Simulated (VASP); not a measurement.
# Si53W (a cell with a defect) in VASP: notebook

Runs on Si53W (a cell with a defect). Level: PBE. Tasks: single point.

Program: VASP 6.6.1. These are calculated values, not measurements. Logs are shortened: lines on timing, memory, paths and dates and some standing lists are left out, and cuts for length are marked.

## Step 1: The cell of the first run

The cell holds a defect, 54 atoms: a = 11.513 Å, b = 11.513 Å, c = 11.513 Å, α = 60.00°, β = 60.00°, γ = 60.00°.

## Step 2: Single point, PBE, collinear spin

The input, INCAR:

```
PREC = Accurate
ENCUT = 520
EDIFF = 1E-6
ISMEAR = 0
SIGMA = 0.05
LREAL = Auto
LASPH = T
NELM = 150
ALGO = Normal
ISIF = 2
LWAVE = F
LCHARG = F
ISPIN = 2
MAGMOM = 0.5 0 0 0 0 0 0 0 0 0 0 0 0 0 0 0 0 0 0 0 0 0 0 0 0 0 0 0.5 0.5 0 0.5 0 0 0 0 0 0.5 0 0 0 0 0 0 0 0 0 0 0 0 0 0 0 0 0
LORBIT = 11
LMAXMIX = 4
GGA = PE
NBANDS = 150
```

The input, KPOINTS:

```
Automatic mesh
0
Gamma
  1 1 1
```

The input, POSCAR:

```
Si53W
1.0
    0.0000000000      8.1406800000      8.1406800000
    8.1406800000      0.0000000000      8.1406800000
    8.1406800000      8.1406800000      0.0000000000
W Si
1 53
Direct
    0.2499797109      0.2500251903      0.2500202802
    0.2515068956      0.2515404007      0.5827667979
    0.2514695217      0.2515227087      0.9140689105
    0.2514461770      0.5830633475      0.2513176933
    0.2498971113      0.5834937649      0.5832854369
    0.2514417599      0.5829917486      0.9142064632
    0.2514887954      0.9142881330      0.2512849488
    0.2515049661      0.9142473291      0.5828702556
    0.2501253285      0.9167714322      0.9164704517
    0.5830315657      0.2514889500      0.2513151532
    0.5834468359      0.2499425132      0.5832989646
    0.5829893614      0.2514860595      0.9141769483
    0.5833641946      0.5833808230      0.2499690859
    0.5833960921      0.5834037705      0.5832573310
    0.5835343697      0.5835772098      0.9164444590
    0.5829527669      0.9143751009      0.2513042109
    0.5836106627      0.9165273243      0.5833900241
    0.5835788651      0.9165116458      0.9164609472
    0.9143096869      0.2515014834      0.2512872737
    0.9143123684      0.2515027127      0.5828142756
    0.9167630666      0.2501685734      0.9164450408
    0.9142603756      0.5830842940      0.2512976998
    0.9164889095      0.5836367594      0.5833939409
    0.9164721903      0.5836172794      0.9164623661
    0.9167614630      0.9168621246      0.2497248400
    0.9165393020      0.9165845828      0.5833922861
    0.9167439357      0.9168215523      0.9165314837
    0.1639576602      0.1639349715      0.1637262666
    0.1639169383      0.1638306784      0.5084212757
    0.1671879046      0.1672027478      0.8327131483
    0.1639096229      0.5084345916      0.1638466592
    0.1660733932      0.5005563111      0.5003283108
    0.1660615265      0.5005283065      0.8330171180
    0.1671763074      0.8330265043      0.1668982433
    0.1660960220      0.8332242963      0.5002954381
    0.1671604018      0.8329366345      0.8328611305
    0.5083680353      0.1640467812      0.1637911436
    0.5005335816      0.1661198194      0.5003175458
    0.5004868653      0.1661037725      0.8330371295
    0.5004662712      0.5004974338      0.1660320402
    0.4999697265      0.5000038071      0.5000325010
    0.5004673471      0.5004943015      0.8329943645
    0.5005093478      0.8330728096      0.1660477770
    0.5005240339      0.8331049950      0.5003103552
    0.5001718753      0.8333600619      0.8332100812
    0.8330053456      0.1672660264      0.1668814462
    0.8331771396      0.1661506466      0.5002886498
    0.8329653815      0.1672255586      0.8327784918
    0.8330621163      0.5005336319      0.1660438049
    0.8331026044      0.5005372304      0.5002970524
    0.8333327909      0.5002119566      0.8332028178
    0.8329041764      0.8330554517      0.1669633937
    0.8334183237      0.8334566188      0.4998092812
    0.8333763739      0.8334181026      0.8332415985
```

Potentials or basis: VASP PAW PBE potentials, release 64 (W_sv, Si).

On the command line:

```
> cat potpaw_PBE.64/W_sv/POTCAR potpaw_PBE.64/Si/POTCAR > POTCAR
> mpirun -np 1 vasp_gam > vasp.out
```

OUTCAR:

```text
PREC = Accurate
   ENCUT = 520
   EDIFF = 1E-6
   ISMEAR = 0
   LREAL = Auto
   LASPH = T
   NELM = 150
   ISIF = 2
   ISPIN = 2
   LORBIT = 11
   GGA = PE

 ion  position               nearest neighbor table
   1  0.250  0.250  0.250-  37 2.43  29 2.43  28 2.43  31 2.43
   2  0.252  0.252  0.583-  32 2.34  38 2.34  29 2.35  30 2.35
   3  0.251  0.252  0.914-  33 2.34  39 2.34  28 2.35  30 2.35
   4  0.251  0.583  0.251-  32 2.34  40 2.34  31 2.35  34 2.35
   5  0.250  0.583  0.583-  32 2.35  35 2.35  33 2.35  41 2.35
   6  0.251  0.583  0.914-  42 2.34  33 2.34  31 2.35  36 2.35
[... 46 lines left out ...]
  53  0.833  0.833  0.500-  17 2.35  23 2.35  26 2.35  25 2.35
  54  0.833  0.833  0.833-  18 2.35  24 2.35  26 2.35  27 2.35

  LATTYP: Found a face centered cubic cell.
 ALAT       =    16.2813600000

  Lattice vectors:

 A1 = (   0.0000000000,   8.1406800000,   8.1406800000)
 A2 = (   8.1406800000,   0.0000000000,   8.1406800000)
 A3 = (   8.1406800000,   8.1406800000,   0.0000000000)

Analysis of symmetry for initial positions (statically):
=====================================================================
 Subroutine PRICEL returns:
 Original cell was already a primitive cell.

 Routine SETGRP: Setting up the symmetry group for a
 face centered cubic supercell.

 Subroutine GETGRP returns: Found  1 space group operations
 (whereof  1 operations were pure point group operations)
 out of a pool of 48 trial point group operations.

The static configuration has the point symmetry C_1 .

Analysis of symmetry for dynamics (positions and initial velocities):
=====================================================================
 Subroutine PRICEL returns:
 Original cell was already a primitive cell.

 Routine SETGRP: Setting up the symmetry group for a
 face centered cubic supercell.

 Subroutine GETGRP returns: Found  1 space group operations
 (whereof  1 operations were pure point group operations)
 out of a pool of 48 trial point group operations.

The dynamic configuration has the point symmetry C_1 .

Analysis of structural, dynamic, and magnetic symmetry:
=====================================================================
 Subroutine PRICEL returns:
 Original cell was already a primitive cell.

 Routine SETGRP: Setting up the symmetry group for a
 face centered cubic supercell.

 Subroutine GETGRP returns: Found  1 space group operations
 (whereof  1 operations were pure point group operations)
 out of a pool of 48 trial point group operations.

The overall configuration has the point symmetry C_1 .

 Subroutine INISYM returns: Found  1 space group operations
 (whereof  1 operations are pure point group operations),
 and found     1 'primitive' translations

----------------------------------------------------------------------------------------

                                     Primitive cell

  volume of cell :    1078.9766

  direct lattice vectors                    reciprocal lattice vectors
     0.000000000  8.140680000  8.140680000    -0.061419931  0.061419931  0.061419931
     8.140680000  0.000000000  8.140680000     0.061419931 -0.061419931  0.061419931
     8.140680000  8.140680000  0.000000000     0.061419931  0.061419931 -0.061419931

  length of vectors
    11.512660063 11.512660063 11.512660063     0.106382440  0.106382440  0.106382440

  position of ions in fractional coordinates (direct lattice)
     0.249979711  0.250025190  0.250020280
     0.251506896  0.251540401  0.582766798
     0.251469522  0.251522709  0.914068910
     0.251446177  0.583063348  0.251317693
     0.249897111  0.583493765  0.583285437
     0.251441760  0.582991749  0.914206463
[... 46 lines left out ...]
     0.833418324  0.833456619  0.499809281
     0.833376374  0.833418103  0.833241599

  ion indices of the primitive-cell ions
   primitive index   ion index
                 1           1
                 2           2
                 3           3
                 4           4
                 5           5
                 6           6
[... 46 lines left out ...]
                53          53
                54          54

----------------------------------------------------------------------------------------

 KPOINTS: Automatic mesh

Automatic generation of k-mesh.
 Grid dimensions read from file:
 generate k-points for:    1    1    1

 Generating k-lattice:

  Cartesian coordinates                     Fractional coordinates (reciprocal lattice)
    -0.061419931  0.061419931  0.061419931     1.000000000  0.000000000  0.000000000
     0.061419931 -0.061419931  0.061419931     0.000000000  1.000000000  0.000000000
     0.061419931  0.061419931 -0.061419931     0.000000000  0.000000000  1.000000000

  Length of vectors
     0.106382440  0.106382440  0.106382440

  Shift w.r.t. Gamma in fractional coordinates (k-lattice)
     0.000000000  0.000000000  0.000000000

 Subroutine IBZKPT returns following result:
[... 47 lines left out ...]
  Fermi-wavevector in a.u.,A,eV,Ry     =   0.972240  1.837268 12.860924  0.945251
  Thomas-Fermi vector in A             =   2.102523
   LORBIT       =     11    0 simple, 1 ext, 2 COOP (PROOUT), +10 PAW based schemes
   GGA     = PE    functional components
   LHFCALC =     F    Hartree Fock is set to
   AEXX    =    0.0000 exact exchange contribution
   IVDW    =     0    specifies the selected vdW correction
   LEPSILON=     F    determine dielectric tensor
   LRPA    =     F    only Hartree local field effects (RPA)
 spin polarized calculation
 Gauss-broadening in eV      SIGMA  =   0.05
  energy-cutoff  :      520.00
  volume of cell :     1078.98
 maximum number of plane-waves:     14562
 NGX is ok and might be reduce to    90
   NGX = 43   NGY = 43   NGZ = 43

 number of electron     226.0000005 magnetization       0.8468564

 number of electron     226.0000005 magnetization      -2.0000974

 Free energy of the ion-electron system (eV)
  ---------------------------------------------------
  ext. energy  EPLUGINS =         0.00000000
  ---------------------------------------------------
  free energy    TOTEN  =      -282.87467015 eV

  energy without entropy =     -282.87467006  energy(sigma->0) =     -282.87467011

 E-fermi :   5.9762     XC(G=0):  -9.4142

 val. band max:        5.7906201225   @ k =   0.0000   0.0000   0.0000
 cond. band min:       6.1587644649   @ k =   0.0000   0.0000   0.0000
 fundamental gap:      0.3681443425
 Fermi energy:         5.9761747127

 spin component 1

 k-point     1 :       0.0000    0.0000    0.0000
  band No.  band energies     occupation
      1     -66.9700      1.00000
      2     -31.1598      1.00000
      3     -31.1597      1.00000
      4     -31.1596      1.00000
      5      -6.0041      1.00000
      6      -4.6707      1.00000
[... 117 lines left out ...]
    124       7.4867      0.00000
    125       7.4871      0.00000
 Fermi energy:         5.9761747127

 spin component 2

 k-point     1 :       0.0000    0.0000    0.0000
  band No.  band energies     occupation
      1     -67.4596      1.00000
      2     -31.8336      1.00000
      3     -31.8333      1.00000
      4     -31.8329      1.00000
      5      -6.0152      1.00000
      6      -4.6809      1.00000
[... 117 lines left out ...]
    124       7.4749      0.00000
    125       7.4752      0.00000
 [bands above 125 left out]

------------------------ aborting loop because EDIFF is reached ----------------------------------------

  FORCE on cell =-STRESS in cart. coord.  units (eV):
  Direction    XX          YY          ZZ          XY          YZ          ZX
  --------------------------------------------------------------------------------------
  -------------------------------------------------------------------------------------
  Total       27.7227421     27.7225836     27.7197150     -0.0165914      0.0057458      0.0078224
  in kB       41.1656257     41.1653904     41.1611307     -0.0246366      0.0085319      0.0116155
  external PRESSURE =      41.1640489 kB  Pullay stress =       0.0000000 kB

 VOLUME and BASIS-vectors are now :
 -----------------------------------------------------------------------------
  energy-cutoff  :      520.00
  volume of cell :     1078.98
      direct lattice vectors                 reciprocal lattice vectors
     0.000000000  8.140680000  8.140680000    -0.061419931  0.061419931  0.061419931
     8.140680000  0.000000000  8.140680000     0.061419931 -0.061419931  0.061419931
     8.140680000  8.140680000  0.000000000     0.061419931  0.061419931 -0.061419931

 POSITION                                       TOTAL-FORCE (eV/Angst)
 -----------------------------------------------------------------------------------
      4.07071      4.07034      4.07038        -0.000065     -0.002304      0.002197
      6.79183      6.79156      4.09515        -0.004384     -0.002780     -0.001020
      9.48871      9.48828      4.09470         0.004020      0.005738     -0.001944
      6.79243      4.09284      6.79347        -0.002879     -0.000282     -0.002875
      9.49838      6.78267      6.78437        -0.000841      0.002584     -0.000487
     12.18821      9.48917      6.79286        -0.002660      0.002399     -0.003678
[... 46 lines left out ...]
     10.85369     10.85338     13.56950         0.001652      0.001983     -0.000742
     13.56774     13.56740     13.56884        -0.001946     -0.002030      0.001328
 -----------------------------------------------------------------------------------
    total drift:                                0.003149      0.009159     -0.020505

  FREE ENERGIE OF THE ION-ELECTRON SYSTEM (eV)
  ---------------------------------------------------
  free  energy   TOTEN  =      -282.8746701524 eV

  energy  without entropy=     -282.8746700633  energy(sigma->0) =     -282.87467011

 total charge

# of ion       s       p       d       tot
------------------------------------------
    1        2.395   6.121   3.586  12.102
    2        0.730   0.975   0.000   1.705
    3        0.730   0.975   0.000   1.705
    4        0.730   0.975   0.000   1.705
    5        0.719   0.987   0.000   1.705
    6        0.730   0.975   0.000   1.705
[... 46 lines left out ...]
   53        0.718   0.988   0.000   1.707
   54        0.718   0.988   0.000   1.707
--------------------------------------------------
tot         40.802  58.186   3.586 102.574

 magnetization (x)

# of ion       s       p       d       tot
------------------------------------------
    1       -0.020  -0.009  -1.072  -1.101
    2       -0.006  -0.006   0.000  -0.012
    3       -0.006  -0.006   0.000  -0.012
    4       -0.006  -0.006   0.000  -0.012
    5        0.000   0.003   0.000   0.003
    6       -0.006  -0.006   0.000  -0.012
[... 46 lines left out ...]
   53        0.000   0.000   0.000   0.000
   54        0.000   0.000   0.000   0.000
--------------------------------------------------
tot         -0.067  -0.027  -1.072  -1.167
```

Wall time 23 min (1 thread of Oxide Virtual Turin-like, shared host); peak memory 1.7 GiB.

What came out:

```yaml
Free_energy: -282.8747 eV
Pressure: 4.1 GPa
Largest_force: 0.019 eV/Å
Net_moment: -2.00 μB per cell
Site_moments: W -1.10; Si -0.01, +0.00, -0.00, +0.02 (each value once) μB
Valence_electrons_inside_the_program's_atomic_spheres: W 12.10; Si 1.71, 1.73, 1.70 (each value once)
```

Forces on the atoms (eV/Å):
```
W    0.000 -0.002  0.002
Si  -0.004 -0.003 -0.001
Si   0.004  0.006 -0.002
Si  -0.003  0.000 -0.003
Si  -0.001  0.003  0.000
Si  -0.003  0.002 -0.004
Si   0.004 -0.001  0.004
Si   0.000 -0.001  0.000
Si   0.004  0.000 -0.004
Si   0.000 -0.003 -0.001
Si   0.002  0.000  0.000
Si   0.001 -0.002 -0.002
Si  -0.001  0.000 -0.001
Si   0.001  0.002 -0.002
Si  -0.002  0.000 -0.007
Si   0.003 -0.002  0.000
Si   0.001 -0.006  0.001
Si   0.006 -0.001  0.001
Si   0.001  0.002  0.005
Si  -0.001 -0.002  0.002
Si   0.001  0.004 -0.004
Si  -0.002  0.003  0.001
Si  -0.006  0.000  0.002
Si  -0.002  0.006  0.001
Si   0.001  0.003 -0.005
Si   0.001  0.000  0.002
Si   0.000  0.002 -0.004
Si  -0.010 -0.011 -0.009
Si   0.012  0.009 -0.004
Si   0.001  0.001 -0.001
Si   0.009 -0.011  0.009
Si  -0.004 -0.001  0.000
Si   0.001  0.004  0.002
Si   0.000 -0.002  0.000
Si  -0.003  0.003  0.003
Si   0.001 -0.003  0.003
Si  -0.013  0.013  0.007
Si   0.001 -0.004 -0.002
Si   0.003 -0.001  0.001
Si   0.000 -0.001 -0.003
Si  -0.001 -0.002  0.003
Si   0.001  0.000 -0.002
Si   0.005 -0.005  0.001
Si   0.003 -0.005  0.001
Si   0.001 -0.002  0.001
Si  -0.003 -0.001 -0.002
Si   0.002  0.000  0.003
Si   0.000  0.001  0.000
Si  -0.004  0.005  0.001
Si  -0.004  0.003  0.000
Si  -0.001  0.000  0.000
Si  -0.001  0.001  0.007
Si   0.002  0.002 -0.001
Si  -0.002 -0.002  0.001
```

Levels at points of the mesh, in eV from the Fermi level:
Spin up:
```tsv
k point	band 109	band 110	band 111	band 112	band 113	band 114	band 115	band 116
(0.00, 0.00, 0.00)	-0.92	-0.19	-0.19	-0.19	0.18	0.18	0.73	0.81
```
Spin down:
| k point | band 110 | band 111 | band 112 | band 113 | band 114 | band 115 | band 116 | band 117 | band 118 | band 119 |
| --- | --- | --- | --- | --- | --- | --- | --- | --- | --- | --- |
| (0.00, 0.00, 0.00) | -0.58 | -0.58 | -0.21 | -0.21 | -0.21 | 0.72 | 0.78 | 0.78 | 0.78 | 0.79 |

Caveat: the k points lie up to 0.67 Å⁻¹ apart; spin-orbit coupling is left out, which moves the levels of the heavy elements.

## Step 3: Single point, PBE, collinear spin

The input, INCAR:

```
SYSTEM = Si53W
ALGO = Normal ; EDIFF = 1E-6
ENCUT = 520 ; GGA = PE
ISIF = 2 ; ISMEAR = 0
ISPIN = 2 ; LASPH = .True.
LCHARG = .False. ; LMAXMIX = 4
LORBIT = 11 ; LREAL = Auto
LWAVE = .False. ; MAGMOM = 0.83 0 0 0 0 0 0 0 0 0 0 0 0 0 0 0 0 0 0 0 0 0 0 0 0 0 0 0.2 0.2 0 0.2 0 0 0 0 0 0.2 0 0 0 0 0 0 0 0 0 0 0 0 0 0 0 0 0
NBANDS = 150 ; NELM = 150
PREC = Accurate ; SIGMA = 0.05
```

The input, KPOINTS:

```
k-points
0
Gamma
  1 1 1
  0 0 0
```

POSCAR is that of step 2.

Potentials or basis: VASP PAW PBE potentials, release 64 (W_sv, Si).

On the command line:

```
> cat potpaw_PBE.64/W_sv/POTCAR potpaw_PBE.64/Si/POTCAR > POTCAR
> mpirun -np 1 vasp_gam > vasp.out
```

Wall time 22 min (1 thread of Oxide Virtual Turin-like, shared host); peak memory 1.7 GiB.

Results (log left out):

```yaml
Free_energy: -282.8747 eV
Pressure: 4.1 GPa
Largest_force: 0.019 eV/Å
Net_moment: -2.00 μB per cell
Site_moments: W -1.10; Si -0.01, +0.00, -0.00, +0.02 (each value once) μB
Valence_electrons_inside_the_program's_atomic_spheres: W 12.10; Si 1.71, 1.73, 1.70 (each value once)
```

Forces on the atoms (eV/Å):
```
W    0.000 -0.002  0.002
Si  -0.004 -0.003 -0.001
Si   0.004  0.006 -0.002
Si  -0.003  0.000 -0.003
Si  -0.001  0.003  0.000
Si  -0.003  0.002 -0.004
Si   0.004 -0.001  0.004
Si   0.000 -0.001  0.000
Si   0.004  0.000 -0.004
Si   0.000 -0.003 -0.001
Si   0.002  0.000  0.000
Si   0.001 -0.002 -0.002
Si  -0.001  0.000 -0.001
Si   0.001  0.002 -0.002
Si  -0.002  0.000 -0.007
Si   0.003 -0.002  0.000
Si   0.001 -0.006  0.001
Si   0.006 -0.001  0.001
Si   0.001  0.002  0.005
Si  -0.001 -0.002  0.002
Si   0.001  0.004 -0.004
Si  -0.002  0.003  0.001
Si  -0.006  0.000  0.002
Si  -0.002  0.006  0.001
Si   0.001  0.003 -0.005
Si   0.001  0.000  0.002
Si   0.000  0.002 -0.004
Si  -0.010 -0.011 -0.009
Si   0.012  0.009 -0.004
Si   0.001  0.001 -0.001
Si   0.009 -0.011  0.009
Si  -0.004 -0.001  0.000
Si   0.001  0.004  0.002
Si   0.000 -0.002  0.000
Si  -0.003  0.003  0.003
Si   0.001 -0.003  0.003
Si  -0.013  0.013  0.007
Si   0.001 -0.004 -0.002
Si   0.003 -0.001  0.001
Si   0.000 -0.001 -0.003
Si  -0.001 -0.002  0.003
Si   0.001  0.000 -0.002
Si   0.005 -0.005  0.001
Si   0.003 -0.005  0.001
Si   0.001 -0.002  0.001
Si  -0.003 -0.001 -0.002
Si   0.002  0.000  0.003
Si   0.000  0.001  0.000
Si  -0.004  0.005  0.001
Si  -0.004  0.003  0.000
Si  -0.001  0.000  0.000
Si  -0.001  0.001  0.007
Si   0.002  0.002 -0.001
Si  -0.002 -0.002  0.001
```

Levels at points of the mesh, in eV from the Fermi level:
Spin up:
```csv
k point,band 110,band 111,band 112,band 113,band 114,band 115
"(0.00, 0.00, 0.00)",-0.19,-0.19,-0.19,0.18,0.18,0.73
```
Spin down:
```
           k point  band 112  band 113  band 114  band 115  band 116  band 117
(0.00, 0.00, 0.00)     -0.21     -0.21     -0.21      0.72      0.78      0.78
```

Caveat: the k points lie up to 0.67 Å⁻¹ apart; spin-orbit coupling is left out, which moves the levels of the heavy elements.
